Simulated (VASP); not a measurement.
Write the native input for VASP 6.6.1 that does the following.

* Task: single point
* Functional: PBE
* Potentials or basis: VASP PAW PBE potentials, release 64 (Al, Au)
* Cutoff: 520 eV
* k mesh: 14 × 14 × 14
* Occupations: gaussian, width 0.1 eV
* Spin: no spin polarisation
* Dipole correction: no
* Further INCAR settings: ALGO = Fast; EDIFF = 1e-07; NBANDS = 16

The structure of Al2Au lies in POSCAR:

```
Al2Au
1.0
    0.0000000000      3.0310648623      3.0310648623
    3.0310648623      0.0000000000      3.0310648623
    3.0310648623      3.0310648623      0.0000000000
Al Au
2 1
Direct
    0.2500000000      0.2500000000      0.2500000000
    0.7500000000      0.7500000000      0.7500000000
    0.0000000000      0.0000000000      0.0000000000
```

These files were run (other wordings do the same):

INCAR

```
PREC = Accurate ; ENCUT = 520
EDIFF = 1E-7 ; ISMEAR = 0
SIGMA = 0.1 ; LREAL = F
LASPH = T ; NELM = 100
ALGO = Fast ; ISIF = 2
LWAVE = F ; LCHARG = F
GGA = PE ; NBANDS = 16
```

KPOINTS

```
regular mesh
0
Gamma
  14 14 14
```

Potentials or basis: VASP PAW PBE potentials, release 64 (Al, Au).

Run with:

```bash
$ cat potpaw_PBE.64/Al/POTCAR potpaw_PBE.64/Au/POTCAR > POTCAR
$ mpirun -np 1 vasp_std > vasp.out
```

It gave:

```json
{
  "Pressure": "-0.3 GPa",
  "Band gap on the k mesh": "zero (an odd number of electrons rules out a gap without spin polarisation)"
}
```

Caveat: spin-orbit coupling is left out, which moves the levels of the heavy elements.

Wall time 55 s on 1 thread of Intel(R) Xeon(R) 6975P-C (Granite Rapids) (shared host), peak memory 0.23 GiB.
